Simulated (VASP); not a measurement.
Here is a VASP 6.6.1 calculation.

The input POSCAR:

```
AlN
1.0
    3.1297569564      0.0000000294      0.0000000000
   -1.5648785037      2.7104490172      0.0000000000
    0.0000000000      0.0000000000     10.0348065900
Al N
4 4
Direct
    0.6668378026      0.3331638922      0.2496407057
    0.3331638922      0.6668378026      0.4996407057
    0.6668378026      0.3331638922      0.7496407057
    0.3331638922      0.6668378026      0.9996407057
    0.6663407857      0.3336575196      0.4403592943
    0.3336575196      0.6663407857      0.1903592943
    0.6663407857      0.3336575196      0.9403592943
    0.3336575196      0.6663407857      0.6903592943
```

The input INCAR.step1:

```
SYSTEM = AlN
PREC = Accurate
ENCUT = 520
ISMEAR = -1
SIGMA = 0.01
LREAL = .False.
LASPH = .True.
NELM = 80
ISYM = 0
NBANDS = 26
GGA = PE
ALGO = Normal
EDIFF = 1E-4
LWAVE = .True.
LCHARG = .False.
```

File INCAR.step2:

```
SYSTEM = AlN
PREC = Accurate
ENCUT = 520
EDIFF = 1E-6
ISMEAR = -1
SIGMA = 0.01
LREAL = .False.
LASPH = .True.
NELM = 80
ALGO = Normal
ISIF = 2
LWAVE = .False.
LCHARG = .True.
METAGGA = R2SCAN
LMIXTAU = .True.
LELF = .True.
LVHAR = .True.
ISYM = 0
NBANDS = 26
ISTART = 1
```

KPOINTS

```
Automatic mesh
0
Gamma
  3 3 1
  0.25 0.25 0.25
```

Potentials or basis: VASP PAW PBE potentials, release 64 (Al, N).

Run with:

```sh
$ cat potpaw_PBE.64/Al/POTCAR potpaw_PBE.64/N/POTCAR > POTCAR
$ cp INCAR.step1 INCAR
$ mpirun -np 1 vasp_std > vasp.out
$ cp INCAR.step2 INCAR
$ mpirun -np 1 vasp_std > vasp.out
```

**Question.** What does it give for the pressure?

**Answer.** -5.0 GPa.

**Question.** Predict the band gap on the k mesh.

**Answer.** 6.11 eV.

Stress tensor (GPa, compression positive):
```
-5.26 -0.06  0.00
-0.06 -5.34  0.00
 0.00  0.00 -4.41
```

Caveat: the k points lie up to 0.77 Å⁻¹ apart; the PAW data sets were made with another functional, which shifts forces and pressure a little. r2SCAN opens gaps a little over a GGA but as a rule still falls short of measured ones.
